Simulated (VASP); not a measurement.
# KBr (Fm-3m) in VASP: further runs, part 2 of 2

VASP 6.6.1. Earlier steps stand in the parts before.

## (3) Single point, PBE

The input, INCAR:

```
PREC = Accurate
ENCUT = 520
EDIFF = 1E-6
ISMEAR = 0
SIGMA = 0.01
LREAL = False
LASPH = True
NELM = 100
ALGO = Normal
ISIF = 2
LWAVE = False
LCHARG = False
GGA = PE
NBANDS = 15
```

The input, KPOINTS:

```
Automatic mesh
0
Gamma
  4 4 4
```

The input, POSCAR:

```
KBr
1.0
    0.0000000000      3.3022478179      3.3022478179
    3.3022478179      0.0000000000      3.3022478179
    3.3022478179      3.3022478179      0.0000000000
K Br
1 1
Direct
    0.0000000000      0.0000000000      0.0000000000
    0.5000000000      0.5000000000      0.5000000000
```

Potentials or basis: VASP PAW PBE potentials, release 64 (K_sv, Br).

The run is started by

```console
$ cat potpaw_PBE.64/K_sv/POTCAR potpaw_PBE.64/Br/POTCAR > POTCAR
$ mpirun -np 1 vasp_std > vasp.out
```

OUTCAR:

```text
PREC = Accurate
   ENCUT = 520
   EDIFF = 1E-6
   ISMEAR = 0
   LREAL = False
   LASPH = True
   NELM = 100
   ISIF = 2
   GGA = PE

 ion  position               nearest neighbor table
   1  0.000  0.000  0.000-   2 3.30   2 3.30   2 3.30   2 3.30   2 3.30   2 3.30
   2  0.500  0.500  0.500-   1 3.30   1 3.30   1 3.30   1 3.30   1 3.30   1 3.30

  LATTYP: Found a face centered cubic cell.
 ALAT       =     6.6044956358

  Lattice vectors:

 A1 = (   0.0000000000,   3.3022478179,   3.3022478179)
 A2 = (   3.3022478179,   0.0000000000,   3.3022478179)
 A3 = (   3.3022478179,   3.3022478179,   0.0000000000)

Analysis of symmetry for initial positions (statically):
=====================================================================
 Subroutine PRICEL returns:
 Original cell was already a primitive cell.

 Routine SETGRP: Setting up the symmetry group for a
 face centered cubic supercell.

 Subroutine GETGRP returns: Found 48 space group operations
 (whereof 48 operations were pure point group operations)
 out of a pool of 48 trial point group operations.

The static configuration has the point symmetry O_h .

Analysis of symmetry for dynamics (positions and initial velocities):
=====================================================================
 Subroutine PRICEL returns:
 Original cell was already a primitive cell.

 Routine SETGRP: Setting up the symmetry group for a
 face centered cubic supercell.

 Subroutine GETGRP returns: Found 48 space group operations
 (whereof 48 operations were pure point group operations)
 out of a pool of 48 trial point group operations.

The dynamic configuration has the point symmetry O_h .

 Subroutine INISYM returns: Found 48 space group operations
 (whereof 48 operations are pure point group operations),
 and found     1 'primitive' translations

----------------------------------------------------------------------------------------

                                     Primitive cell

  volume of cell :      72.0210

  direct lattice vectors                    reciprocal lattice vectors
     0.000000000  3.302247818  3.302247818    -0.151412016  0.151412016  0.151412016
     3.302247818  0.000000000  3.302247818     0.151412016 -0.151412016  0.151412016
     3.302247818  3.302247818  0.000000000     0.151412016  0.151412016 -0.151412016

  length of vectors
     4.670083650  4.670083650  4.670083650     0.262253305  0.262253305  0.262253305

  position of ions in fractional coordinates (direct lattice)
     0.000000000  0.000000000  0.000000000
     0.500000000  0.500000000  0.500000000

  ion indices of the primitive-cell ions
   primitive index   ion index
                 1           1
                 2           2

----------------------------------------------------------------------------------------

 KPOINTS: Automatic mesh

Automatic generation of k-mesh.
 Grid dimensions read from file:
 generate k-points for:    4    4    4

 Generating k-lattice:

  Cartesian coordinates                     Fractional coordinates (reciprocal lattice)
    -0.037853004  0.037853004  0.037853004     0.250000000  0.000000000  0.000000000
     0.037853004 -0.037853004  0.037853004     0.000000000  0.250000000  0.000000000
[... 24 lines left out ...]
   number of dos      NEDOS =    301   number of ions     NIONS =      2
   total plane-waves  NPLWV =  46656
   dimension x,y,z NGX =    36 NGY =   36 NGZ =   36
   dimension x,y,z NGXF=    72 NGYF=   72 NGZF=   72
   ions per type =               1   1
   NGX,Y,Z   is equivalent  to a cutoff of  12.82, 12.82, 12.82 a.u.
   NGXF,Y,Z  is equivalent  to a cutoff of  25.63, 25.63, 25.63 a.u.
 SYSTEM =  unknown system
   PREC   = accura    normal or accurate (medium, high low for compatibility)
   ISTART =      0    job   : 0-new  1-cont  2-samecut
   ICHARG =      2    charge: 1-file 2-atom 10-const
   ISPIN  =      1    spin polarized calculation?
   LNONCOLLINEAR =      F non collinear calculations
   LSORBIT =      F    spin-orbit coupling
   LASPH  =      T    aspherical Exc in radial PAW
   ENCUT  =  520.0 eV  38.22 Ry    6.18 a.u.   8.68  8.68  8.68*2*pi/ulx,y,z
   NELM   =    100;   NELMIN=  2; NELMDL= -5     # of ELM steps
   EDIFF  = 0.1E-05   stopping-criterion for ELM
   LREAL  =      F    real-space projection
   EDIFFG = 0.1E-04   stopping-criterion for IOM
   NSW    =      0    number of steps for IOM
   IBRION =     -1    ionic relax: 0-MD 1-quasi-New 2-CG
   NFREE  =      0    steps in history (QN), initial steepest desc. (CG)
   ISIF   =      2    stress and relaxation
   ISYM   =      2    0-nonsym 1-usesym 2-fastsym
   POTIM  = 0.5000    time-step for ionic-motion
   TEBEG  =    0.0;   TEEND  =   0.0 temperature during run
   PSTRESS=    0.0 pullay stress
   NELECT =      16.0000    total number of electrons
   NUPDOWN=      -1.0000    fix difference up-down
   EMIN   =  10.00;   EMAX   =-10.00  energy-range for DOS
   EFERMI =   0.00;   METHOD = LEGACY
   ISMEAR =     0;   SIGMA  =   0.01  broadening in eV -4-tet -1-fermi 0-gaus
   EFERMI_NEDOS =   21; number of points for ismear=-14 and -15
   IALGO  =     38    algorithm
   IMIX   =      4    mixing-type and parameters
     AMIX     =   0.40;   BMIX     =  1.00
     AMIX_MAG =   1.60;   BMIX_MAG =  1.00
  volume/ion in A,a.u.               =      36.01       243.01
  Fermi-wavevector in a.u.,A,eV,Ry     =   0.991506  1.873674 13.375661  0.983083
  Thomas-Fermi vector in A             =   2.123252
   LORBIT       =      0    0 simple, 1 ext, 2 COOP (PROOUT), +10 PAW based schemes
   GGA     = PE    functional components
   LHFCALC =     F    Hartree Fock is set to
   AEXX    =    0.0000 exact exchange contribution
   IVDW    =     0    specifies the selected vdW correction
   LEPSILON=     F    determine dielectric tensor
   LRPA    =     F    only Hartree local field effects (RPA)
 non-spin polarized calculation
 Gauss-broadening in eV      SIGMA  =   0.01
  energy-cutoff  :      520.00
  volume of cell :       72.02
 maximum number of plane-waves:      1964
 NGX is ok and might be reduce to    36
   NGX = 17   NGY = 17   NGZ = 17

 number of electron      15.9999997 magnetization

 Free energy of the ion-electron system (eV)
  ---------------------------------------------------
  ext. energy  EPLUGINS =         0.00000000
  ---------------------------------------------------
  free energy    TOTEN  =        -6.21535685 eV

  energy without entropy =       -6.21535685  energy(sigma->0) =       -6.21535685

 E-fermi :  -1.6929     XC(G=0):  -7.3621

 val. band max:       -1.7480383305   @ k =   0.0000   0.0000   0.0000
 cond. band min:       2.6801138333   @ k =   0.0000   0.0000   0.0000
 fundamental gap:      4.4281521638
 Fermi energy:        -1.6929176802

 k-point     1 :       0.0000    0.0000    0.0000
  band No.  band energies     occupation
      1     -29.5344      2.00000
      2     -14.0376      2.00000
      3     -13.0115      2.00000
      4     -13.0115      2.00000
      5     -13.0115      2.00000
      6      -1.7480      2.00000
      7      -1.7480      2.00000
      8      -1.7480      2.00000
      9       2.6801      0.00000
     10       5.8551      0.00000
     11       5.8551      0.00000
     12       5.8551      0.00000
     13       6.6770      0.00000
     14       6.6770      0.00000
[... 113 lines left out ...]
      2     -14.0368      2.00000
      3     -13.0740      2.00000
      4     -13.0740      2.00000
      5     -12.9155      2.00000
      6      -2.3336      2.00000
      7      -2.3336      2.00000
      8      -2.2826      2.00000
      9       5.6363      0.00000
     10       5.6363      0.00000
     11       6.5017      0.00000
     12       7.2462      0.00000
     13       8.9392      0.00000
     14       9.0433      0.00000
     15       9.2649      0.00000

------------------------ aborting loop because EDIFF is reached ----------------------------------------

  FORCE on cell =-STRESS in cart. coord.  units (eV):
  Direction    XX          YY          ZZ          XY          YZ          ZX
  --------------------------------------------------------------------------------------
  -------------------------------------------------------------------------------------
  Total        0.3259535      0.3259535      0.3259535      0.0000000     -0.0000000      0.0000000
  in kB        7.2511559      7.2511559      7.2511559      0.0000000     -0.0000000      0.0000000
  external PRESSURE =       7.2511559 kB  Pullay stress =       0.0000000 kB

 VOLUME and BASIS-vectors are now :
 -----------------------------------------------------------------------------
  energy-cutoff  :      520.00
  volume of cell :       72.02
      direct lattice vectors                 reciprocal lattice vectors
     0.000000000  3.302247818  3.302247818    -0.151412016  0.151412016  0.151412016
     3.302247818  0.000000000  3.302247818     0.151412016 -0.151412016  0.151412016
     3.302247818  3.302247818  0.000000000     0.151412016  0.151412016 -0.151412016

 POSITION                                       TOTAL-FORCE (eV/Angst)
 -----------------------------------------------------------------------------------
      0.00000      0.00000      0.00000         0.000000      0.000000      0.000000
      3.30225      3.30225      3.30225        -0.000000     -0.000000     -0.000000
 -----------------------------------------------------------------------------------
    total drift:                                0.000000      0.000000      0.000000

  FREE ENERGIE OF THE ION-ELECTRON SYSTEM (eV)
  ---------------------------------------------------
  free  energy   TOTEN  =        -6.2153568533 eV

  energy  without entropy=       -6.2153568533  energy(sigma->0) =       -6.21535685
```

stdout:

```text
POSCAR found type information on POSCAR K Br
 POSCAR found :  2 types and       2 ions
 scaLAPACK will be used
 LDA part: xc-table for (Slater+PW92), standard interpolation
 POSCAR, INCAR and KPOINTS ok, starting setup
 FFT: planning ... GRIDC
 FFT: planning ... GRID_SOFT
 FFT: planning ... GRID
 WAVECAR not read
 entering main loop
```

Run time: 13 s. Hardware: 1 thread of AMD EPYC 7R13, shared host; peak memory 0.2 GiB.

What came out:

```yaml
Free_energy: -6.2154 eV
Pressure: 0.7 GPa
Band_gap_on_the_k_mesh: 4.43 eV
```

## (4) Single point, r2SCAN

POSCAR is that of step 3.

The input, INCAR.step1:

```
SYSTEM = KBr
PREC = Accurate
ENCUT = 520
ISMEAR = 0
SIGMA = 0.01
LREAL = .False.
LASPH = .True.
NELM = 100
NBANDS = 15
GGA = PE
ALGO = Normal
EDIFF = 1E-4
LWAVE = .True.
LCHARG = .False.
```

The input, INCAR.step2:

```
SYSTEM = KBr
PREC = Accurate
ENCUT = 520
EDIFF = 1E-6
ISMEAR = 0
SIGMA = 0.01
LREAL = .False.
LASPH = .True.
NELM = 100
ALGO = Normal
ISIF = 2
LWAVE = .False.
LCHARG = .False.
METAGGA = R2SCAN
LMIXTAU = .True.
NBANDS = 15
ISTART = 1
```

The input, KPOINTS:

```
regular mesh
0
Gamma
  4 4 4
  0 0 0
```

The run is started by

```console
$ cat potpaw_PBE.64/K_sv/POTCAR potpaw_PBE.64/Br/POTCAR > POTCAR
$ cp INCAR.step1 INCAR
$ mpirun -np 1 vasp_std > vasp.out
$ cp INCAR.step2 INCAR
$ mpirun -np 1 vasp_std > vasp.out
```

Run time: 96 s. Hardware: 1 thread of AMD EPYC 7R13, shared host; peak memory 0.22 GiB.

Results (log left out):

```yaml
Free_energy: -23.2483 eV
Pressure: 0.0 GPa
Band_gap_on_the_k_mesh: 5.07 eV
```

Levels at points of the mesh, in eV from the valence-band top:
| k point | band 5 | band 6 | band 7 | band 8 | band 9 | band 10 | band 11 | band 12 |
| --- | --- | --- | --- | --- | --- | --- | --- | --- |
| (0.00, 0.00, 0.00) | -11.59 | 0.00 | 0.00 | 0.00 | 5.07 | 8.24 | 8.24 | 8.24 |
| (0.50, 0.00, 0.00) | -11.35 | -1.16 | -0.33 | -0.33 | 7.13 | 8.86 | 10.53 | 10.53 |
| (0.50, 0.50, 0.00) | -11.63 | -0.82 | -0.29 | -0.29 | 6.36 | 8.02 | 10.12 | 10.20 |

Caveat: the PAW data sets were made with another functional, which shifts forces and pressure a little.

## (5) Single point, PBE

The input, INCAR:

```
SYSTEM = KBr
ALGO     = Normal         ! electronic algorithm
EDIFF    = 1E-6           ! SCF threshold, eV
ENCUT    = 520            ! plane-wave cutoff, eV
GGA      = PE             ! functional
ISIF     = 2              ! what is computed and relaxed
ISMEAR   = 0              ! smearing method
LASPH    = .TRUE.         ! aspherical terms in the spheres
LCHARG   = .FALSE.        ! write CHGCAR
LREAL    = .FALSE.        ! projectors in reciprocal space
LWAVE    = .FALSE.        ! write WAVECAR
NBANDS   = 15             ! bands
NELM     = 80             ! most SCF steps
PREC     = Accurate       ! precision mode
SIGMA    = 0.01           ! smearing width, eV
```

The input, KPOINTS:

```
k-points
0
G
  6 6 6
  0 0 0
```

POSCAR is that of step 4.

The run is started by

```console
$ cat potpaw_PBE.64/K_sv/POTCAR potpaw_PBE.64/Br/POTCAR > POTCAR
$ mpirun -np 1 vasp_std > vasp.out
```

It took 37 s on 1 thread of AMD EPYC 7R13, shared host; peak memory 0.21 GiB.

The run converged. Its results:

| Item | Value |
| --- | --- |
| Free energy | -6.2158 eV |
| Pressure | 0.7 GPa |
| Band gap on the k mesh | 4.43 eV |

Levels at points of the mesh, in eV from the valence-band top:
```csv
k point,band 5,band 6,band 7,band 8,band 9,band 10,band 11,band 12
"(0.00, 0.00, 0.00)",-11.26,0.00,0.00,0.00,4.43,7.60,7.60,7.60
"(0.50, 0.00, 0.00)",-11.01,-1.17,-0.33,-0.33,6.59,8.23,9.76,9.76
"(0.50, 0.50, 0.00)",-11.30,-0.81,-0.28,-0.28,5.87,7.19,9.36,9.50
```

## (6) The runs side by side

| level | k mesh | gap on the mesh (eV) | pressure (GPa) |
| --- | --- | --- | --- |
| PBE | 4 × 4 × 4 | 4.43 | 0.7 |
| r2SCAN | 4 × 4 × 4 | 5.07 | 0.0 |
| PBE | 6 × 6 × 6 | 4.43 | 0.7 |

Alike in all rows: task single point; potentials or basis VASP PAW PBE potentials, release 64 (K_sv, Br); no spin polarisation; cell as given; cutoff (eV) 520; smearing gaussian 0.01 eV.

On the cell as given the gap runs from 4.43 eV (PBE) to 5.07 eV (r2SCAN); the meshes differ, which moves gaps too. The pressure there spans 0.0 GPa (r2SCAN) to 0.7 GPa (PBE); a positive pressure means that this level wants a larger cell, a negative one a smaller.

Caveats: the PAW data sets were made with another functional, which shifts forces and pressure a little (at least some runs).

Absolute energies hang on the potentials; compare differences alone.
